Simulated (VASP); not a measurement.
# V (Im-3m) in VASP: further runs, part 2 of 2

VASP 6.6.1.

## Step 3: Single point, PBE+U, collinear spin, ferromagnetic start

INCAR

```
SYSTEM = V
ALGO = Normal
EDIFF = 1E-6
ENCUT = 500
GGA = PE
GGA_COMPAT = .False.
ISIF = 2
ISMEAR = -1
ISPIN = 2
LASPH = .True.
LCHARG = .False.
LDAU = .True.
LDAUJ = 0
LDAUL = 2
LDAUPRINT = 1
LDAUTYPE = 2
LDAUU = 6.7
LMAXMIX = 4
LORBIT = 11
LREAL = .False.
LWAVE = .False.
MAGMOM = 2
NBANDS = 16
NELM = 200
PREC = Accurate
SIGMA = 0.1
```

KPOINTS

```
k-points
0
Gamma
  13 13 13
  0 0 0
```

POSCAR

```
V
1.0
   -1.5084600000      1.5084600000      1.5084600000
    1.5084600000     -1.5084600000      1.5084600000
    1.5084600000      1.5084600000     -1.5084600000
V
1
Direct
    0.0000000000      0.0000000000      0.0000000000
```

Potentials or basis: VASP PAW PBE potentials, release 64 (V_sv).

Started as:

```console
$ cat potpaw_PBE.64/V_sv/POTCAR > POTCAR
$ mpirun -np 1 vasp_std > vasp.out
```

OUTCAR:

```text
SYSTEM = V
   EDIFF = 1E-6
   ENCUT = 500
   GGA = PE
   ISIF = 2
   ISMEAR = -1
   ISPIN = 2
   LASPH = .True.
   LORBIT = 11
   LREAL = .False.
   NELM = 200
   PREC = Accurate

 ion  position               nearest neighbor table
   1  0.000  0.000  0.000-

  LATTYP: Found a body centered cubic cell.
 ALAT       =     3.0169200000

  Lattice vectors:

 A1 = (  -1.5084600000,   1.5084600000,   1.5084600000)
 A2 = (   1.5084600000,  -1.5084600000,   1.5084600000)
 A3 = (   1.5084600000,   1.5084600000,  -1.5084600000)

Analysis of symmetry for initial positions (statically):
=====================================================================
 Subroutine PRICEL returns:
 Original cell was already a primitive cell.

 Routine SETGRP: Setting up the symmetry group for a
 body centered cubic supercell.

 Subroutine GETGRP returns: Found 48 space group operations
 (whereof 48 operations were pure point group operations)
 out of a pool of 48 trial point group operations.

The static configuration has the point symmetry O_h .

Analysis of symmetry for dynamics (positions and initial velocities):
=====================================================================
 Subroutine PRICEL returns:
 Original cell was already a primitive cell.

 Routine SETGRP: Setting up the symmetry group for a
 body centered cubic supercell.

 Subroutine GETGRP returns: Found 48 space group operations
 (whereof 48 operations were pure point group operations)
 out of a pool of 48 trial point group operations.

The dynamic configuration has the point symmetry O_h .

Analysis of structural, dynamic, and magnetic symmetry:
=====================================================================
 Subroutine PRICEL returns:
 Original cell was already a primitive cell.

 Routine SETGRP: Setting up the symmetry group for a
 body centered cubic supercell.

 Subroutine GETGRP returns: Found 48 space group operations
 (whereof 48 operations were pure point group operations)
 out of a pool of 48 trial point group operations.

The overall configuration has the point symmetry O_h .

 Subroutine INISYM returns: Found 48 space group operations
 (whereof 48 operations are pure point group operations),
 and found     1 'primitive' translations

----------------------------------------------------------------------------------------

                                     Primitive cell

  volume of cell :      13.7297

  direct lattice vectors                    reciprocal lattice vectors
    -1.508460000  1.508460000  1.508460000     0.000000000  0.331463877  0.331463877
     1.508460000 -1.508460000  1.508460000     0.331463877  0.000000000  0.331463877
     1.508460000  1.508460000 -1.508460000     0.331463877  0.331463877  0.000000000

  length of vectors
[... 101 lines left out ...]
  volume/ion in A,a.u.               =      13.73        92.65
  Fermi-wavevector in a.u.,A,eV,Ry     =   1.607566  3.037859 35.161108  2.584269
  Thomas-Fermi vector in A             =   2.703574
   LORBIT       =     11    0 simple, 1 ext, 2 COOP (PROOUT), +10 PAW based schemes
 LDA+U is selected, type is set to LDAUTYPE =  2
   angular momentum for each species LDAUL =     2
   U (eV)           for each species LDAUU =   6.7
   J (eV)           for each species LDAUJ =   0.0
   GGA     = PE    functional components
   LHFCALC =     F    Hartree Fock is set to
   AEXX    =    0.0000 exact exchange contribution
   IVDW    =     0    specifies the selected vdW correction
   LEPSILON=     F    determine dielectric tensor
   LRPA    =     F    only Hartree local field effects (RPA)
 spin polarized calculation
  energy-cutoff  :      500.00
  volume of cell :       13.73
 maximum number of plane-waves:       370
   NGX =  9   NGY =  9   NGZ =  9

atom =   1  type =  1  l = 2

 onsite density matrix

spin component  1

  0.7836  0.0000  0.0000  0.0000 -0.0000
  0.0000  0.7836 -0.0000  0.0000 -0.0000
  0.0000 -0.0000  0.1349 -0.0000  0.0000
  0.0000  0.0000 -0.0000  0.7836  0.0000
 -0.0000 -0.0000  0.0000  0.0000  0.1349

spin component  2

  0.0373 -0.0000  0.0000 -0.0000 -0.0000
 -0.0000  0.0373 -0.0000  0.0000  0.0000
  0.0000 -0.0000  0.1699  0.0000 -0.0000
 -0.0000  0.0000  0.0000  0.0373  0.0000
 -0.0000  0.0000 -0.0000  0.0000  0.1699

 occupancies and eigenvectors

  o =  0.0373  v =  0.0000  0.0000  0.0000  0.0000  0.0000  0.9940  0.1018 -0.0000  0.0395  0.0000      0.0000  0.0000  0.0000  0.0000  0.0000  0.0000  0.0000  0.0000  0.0000  0.0000
  o =  0.0373  v =  0.0000  0.0000  0.0000  0.0000  0.0000 -0.0369 -0.0273 -0.0000  0.9989 -0.0000      0.0000  0.0000  0.0000  0.0000  0.0000  0.0000  0.0000  0.0000  0.0000  0.0000
  o =  0.0373  v =  0.0000  0.0000  0.0000  0.0000  0.0000 -0.1028  0.9944 -0.0000  0.0234  0.0000      0.0000  0.0000  0.0000  0.0000  0.0000  0.0000  0.0000  0.0000  0.0000  0.0000
  o =  0.1349  v =  0.0000 -0.0000  0.0154 -0.0000  0.9999  0.0000  0.0000  0.0000  0.0000  0.0000      0.0000  0.0000  0.0000  0.0000  0.0000  0.0000  0.0000  0.0000  0.0000  0.0000
  o =  0.1349  v =  0.0000  0.0000  0.9999  0.0000 -0.0154  0.0000  0.0000  0.0000  0.0000  0.0000      0.0000  0.0000  0.0000  0.0000  0.0000  0.0000  0.0000  0.0000  0.0000  0.0000
  o =  0.1699  v =  0.0000  0.0000  0.0000  0.0000  0.0000  0.0000  0.0000 -0.0380 -0.0000 -0.9993      0.0000  0.0000  0.0000  0.0000  0.0000  0.0000  0.0000  0.0000  0.0000  0.0000
  o =  0.1699  v =  0.0000  0.0000  0.0000  0.0000  0.0000 -0.0000 -0.0000 -0.9993 -0.0000  0.0380      0.0000  0.0000  0.0000  0.0000  0.0000  0.0000  0.0000  0.0000  0.0000  0.0000
  o =  0.7836  v =  0.0000 -0.9636  0.0000 -0.2672 -0.0000  0.0000  0.0000  0.0000  0.0000  0.0000      0.0000  0.0000  0.0000  0.0000  0.0000  0.0000  0.0000  0.0000  0.0000  0.0000
  o =  0.7836  v =  0.0000  0.2672 -0.0000 -0.9636 -0.0000  0.0000  0.0000  0.0000  0.0000  0.0000      0.0000  0.0000  0.0000  0.0000  0.0000  0.0000  0.0000  0.0000  0.0000  0.0000
  o =  0.7836  v =  1.0000  0.0000  0.0000  0.0000  0.0000  0.0000  0.0000  0.0000  0.0000  0.0000      0.0000  0.0000  0.0000  0.0000  0.0000  0.0000  0.0000  0.0000  0.0000  0.0000

 number of electron      12.9999992 magnetization       2.3790019

 Free energy of the ion-electron system (eV)
  ---------------------------------------------------
  ext. energy  EPLUGINS =         0.00000000
  ---------------------------------------------------
  free energy    TOTEN  =        -2.83743324 eV

  energy without entropy =       -2.81047765  energy(sigma->0) =       -2.82395545

 E-fermi :  10.9882     XC(G=0): -12.6619

 val. band max:       10.9735538724   @ k =  -0.4615   0.4615   0.0769
 cond. band min:      10.9968148928   @ k =   0.4615   0.0000   0.0000
 fundamental gap:      0.0232610204
 Fermi energy:        10.9881786232

 spin component 1

 k-point     1 :       0.0000    0.0000    0.0000
  band No.  band energies     occupation
      1     -54.3734      1.00000
      2     -27.7323      1.00000
      3     -27.7322      1.00000
      4     -27.7322      1.00000
      5       2.5497      1.00000
      6       7.4340      1.00000
[... 895 lines left out ...]
      5       7.1560      1.00000
      6      12.2111      0.00000
[... 8 lines left out ...]
     15      39.9571      0.00000
     16      40.2620      0.00000

 [... further k-points ...]

------------------------ aborting loop because EDIFF is reached ----------------------------------------

  FORCE on cell =-STRESS in cart. coord.  units (eV):
  Direction    XX          YY          ZZ          XY          YZ          ZX
  --------------------------------------------------------------------------------------
  -------------------------------------------------------------------------------------
  Total        5.1974477      5.1974477      5.1974477      0.0000000      0.0000000     -0.0000000
  in kB      606.5118980    606.5118980    606.5118980      0.0000000      0.0000000     -0.0000000
  external PRESSURE =     606.5118980 kB  Pullay stress =       0.0000000 kB

 VOLUME and BASIS-vectors are now :
 -----------------------------------------------------------------------------
  energy-cutoff  :      500.00
  volume of cell :       13.73
      direct lattice vectors                 reciprocal lattice vectors
    -1.508460000  1.508460000  1.508460000     0.000000000  0.331463877  0.331463877
     1.508460000 -1.508460000  1.508460000     0.331463877  0.000000000  0.331463877
     1.508460000  1.508460000 -1.508460000     0.331463877  0.331463877  0.000000000

 POSITION                                       TOTAL-FORCE (eV/Angst)
 -----------------------------------------------------------------------------------
      0.00000      0.00000      0.00000        -0.000000      0.000000     -0.000000
 -----------------------------------------------------------------------------------
    total drift:                                0.000000     -0.000000     -0.000000

  FREE ENERGIE OF THE ION-ELECTRON SYSTEM (eV)
  ---------------------------------------------------
  free  energy   TOTEN  =        -2.8374332414 eV

  energy  without entropy=       -2.8104776505  energy(sigma->0) =       -2.82395545

 total charge

# of ion       s       p       d       tot
------------------------------------------
    1        2.357   6.256   3.047  11.659

 magnetization (x)

# of ion       s       p       d       tot
------------------------------------------
    1       -0.002   0.065   2.157   2.219
```

Run time: 39 s. Hardware: 1 thread of Intel Xeon 6975P-C, shared host; peak memory 0.15 GiB.

Results:

```
Free energy                                           : -2.8374 eV
Pressure                                              : 60.7 GPa
Net moment                                            : 2.38 μB per cell
Site moments                                          : V +2.22 μB
Valence electrons inside the program's atomic spheres : V 11.66
```

Eigenvalues of the final occupation matrices:
| site | spin | trace | eigenvalues |
| --- | --- | --- | --- |
| site 1 d | 1 | 2.62 | 0.13 0.13 0.78 0.78 0.78 |
| site 1 d | 2 | 0.45 | 0.04 0.04 0.04 0.17 0.17 |

Caveat: the U is typed as a test and isn't derived for this compound.

## Step 4: Single point, PBE+U, collinear spin, ferromagnetic start

INCAR

```
PREC = Accurate
ENCUT = 500
EDIFF = 1E-6
ISMEAR = 1
SIGMA = 0.05
LREAL = F
LASPH = T
NELM = 200
ALGO = Normal
ISIF = 2
LWAVE = F
LCHARG = T
ISPIN = 2
MAGMOM = 2
LORBIT = 11
LMAXMIX = 4
LDAU = T
LDAUTYPE = 2
LDAUL = 2
LDAUU = 6.7
LDAUJ = 0
LDAUPRINT = 1
GGA = PE
LELF = T
LVHAR = T
NBANDS = 16
GGA_COMPAT = F
```

KPOINTS

```
Automatic mesh
0
Gamma
  13 13 13
```

POSCAR is that of step 3.

Started as:

```console
$ cat potpaw_PBE.64/V_sv/POTCAR > POTCAR
$ mpirun -np 1 vasp_std > vasp.out
```

It took 56 s on 1 thread of Intel Xeon 6975P-C, shared host; peak memory 0.15 GiB.

The run converged. Its results:

* Free energy: -2.8254 eV
* Pressure: 62.7 GPa
* Net moment: 2.45 μB per cell
* Site moments: V +2.28 μB
* Valence electrons inside the program's atomic spheres: V 11.67

Levels at points of the mesh, in eV from the Fermi level:
Spin up:
| k point | band 6 | band 7 | band 8 | band 9 | band 10 | band 11 |
| --- | --- | --- | --- | --- | --- | --- |
| (0.00, 0.00, 0.00) | -3.68 | -3.68 | -3.68 | 3.36 | 3.36 | 18.29 |
Spin down:
```
           k point  band 2  band 3  band 4  band 5  band 6  band 7  band 8  band 9  band 10
(0.00, 0.00, 0.00)  -36.63  -36.63  -36.63   -7.54    3.86    3.86    3.86    4.08     4.08
```

Eigenvalues of the final occupation matrices:
```csv
site,spin,trace,eigenvalues
site 1 d,1,2.66,0.13 0.13 0.80 0.80 0.80
site 1 d,2,0.42,0.04 0.04 0.04 0.16 0.16
```

Caveat: the U is typed as a test and isn't derived for this compound. The state reached can hang on the start; a lower one may exist.

## Step 5: Single point, PBE+U, collinear spin, ferromagnetic start

INCAR

```
SYSTEM = V
  PREC = Accurate
  ENCUT = 500
  EDIFF = 1E-6
  ISMEAR = -1
  SIGMA = 0.003
  LREAL = .False.
  LASPH = .True.
  NELM = 200
  ALGO = Normal
  ISIF = 2
  LWAVE = .False.
  LCHARG = .False.
  ISPIN = 2
  MAGMOM = 2
  LORBIT = 11
  LMAXMIX = 4
  LDAU = .True.
  LDAUTYPE = 2
  LDAUL = 2
  LDAUU = 6.7
  LDAUJ = 0
  LDAUPRINT = 1
  GGA = PE
  NBANDS = 16
  GGA_COMPAT = .False.
```

KPOINTS

```
Automatic mesh
0
Gamma
  13 13 13
  0 0 0
```

POSCAR is that of step 4.

Started as:

```console
$ cat potpaw_PBE.64/V_sv/POTCAR > POTCAR
$ mpirun -np 1 vasp_std > vasp.out
```

Wall time 1.8 min (1 thread of Intel Xeon 6975P-C, shared host); peak memory 0.15 GiB.

It converged, with:

- Free energy: -2.8254 eV
- Pressure: 63.0 GPa
- Net moment: 2.45 μB per cell
- Site moments: V +2.28 μB
- Valence electrons inside the program's atomic spheres: V 11.67

Levels at points of the mesh, in eV from the Fermi level:
Spin up:
| k point | band 6 | band 7 | band 8 | band 9 | band 10 | band 11 |
| --- | --- | --- | --- | --- | --- | --- |
| (0.00, 0.00, 0.00) | -3.66 | -3.66 | -3.66 | 3.37 | 3.37 | 18.30 |
Spin down:
```tsv
k point	band 3	band 4	band 5	band 6	band 7	band 8
(0.00, 0.00, 0.00)	-36.62	-36.62	-7.53	3.87	3.87	3.87
```

Eigenvalues of the final occupation matrices:
```csv
site,spin,trace,eigenvalues
site 1 d,1,2.66,0.13 0.13 0.80 0.80 0.80
site 1 d,2,0.43,0.04 0.04 0.04 0.16 0.16
```

Caveat: the U is typed as a test and isn't derived for this compound. The state reached can hang on the start; a lower one may exist.

## Step 6: Overview

```tsv
smearing	gap on the mesh (eV)	pressure (GPa)	moment (μB)
fermi-dirac 0.1 eV	none	60.7	2.38
methfessel-paxton 0.05 eV	none	62.7	2.45
fermi-dirac 0.003 eV	none	63.0	2.45
```

Alike in all rows: task single point; level PBE+U; potentials or basis VASP PAW PBE potentials, release 64 (V_sv); spin collinear, ferromagnetic start; V d U = 6.7 eV; cell as given; k mesh 13 × 13 × 13; cutoff (eV) 500.

Every run on the cell as given and a fine mesh finds a metal.

Caveats: the U is typed as a test and isn't derived for this compound.

Absolute energies hang on the potentials; compare differences alone.
